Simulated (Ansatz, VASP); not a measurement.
**One calculation of H22CO11, two programs**

```
O H C
1.0
     6.87464    0.00000    0.00000
     0.00000    6.87464    0.00000
     0.00000    0.00000    6.87464
O H C
11 22 1
Direct
  0.45100 0.17516 0.32882
  0.09691 0.43802 0.55438
  0.85072 0.71050 0.70600
  0.77362 0.99177 0.17617
  0.42867 0.80037 0.04595
  0.63302 0.51921 0.30958
  0.26610 0.77319 0.42267
  0.98506 0.64751 0.15460
  0.95543 0.29191 0.96366
  0.15247 0.96771 0.79393
  0.54527 0.34020 0.89871
  0.32853 0.18834 0.26175
  0.51530 0.30249 0.31229
  0.11196 0.32658 0.63793
  0.99741 0.51925 0.61771
  0.78957 0.76793 0.59392
  0.95050 0.80458 0.74590
  0.65993 0.04862 0.24100
  0.84403 0.10252 0.12242
  0.54770 0.87666 0.04125
  0.38201 0.81637 0.17893
  0.77084 0.53164 0.27640
  0.56814 0.58338 0.20163
  0.24353 0.87155 0.52159
  0.24390 0.64809 0.48645
  0.90504 0.76302 0.13391
  0.08137 0.69087 0.24926
  0.98641 0.41819 0.02212
  0.82476 0.31023 0.91499
  0.24946 0.91280 0.88241
  0.09993 0.08120 0.86032
  0.46487 0.58225 0.75402
  0.47944 0.34570 0.61355
  0.49461 0.42370 0.75203
```

Alike in both runs: functional r2SCAN; dispersion D3(BJ); k mesh 1 × 1 × 1; occupations fermi-dirac, width 0.02 eV; no spin polarisation.

Ansatz relaxed the structure, and its values are those at the end. VASP's run is a single point on that final structure, the one shown.

```csv
,VASP,Ansatz
version,VASP 6.6.1,Ansatz 0.2.0
potentials or method,"VASP PAW PBE potentials, release 64 (O, H, C), cutoff 520 eV","scalar-relativistic, plane waves, PAW"
valence electrons in the cell,92,92
```

|  | VASP | Ansatz | Ansatz less VASP |
| --- | --- | --- | --- |
| rms of the force components (eV/Å) | 0.134 | 0.062 | -0.0728 |

VASP's potentials were made for PBE, not for r2SCAN. One of these differences is far larger than is usual between the two programs; its cause wasn't traced. Ansatz's warnings: dispersion damping borrowed.

Noted on VASP's run: the standard files for N, O and F lose accuracy on very short bonds.
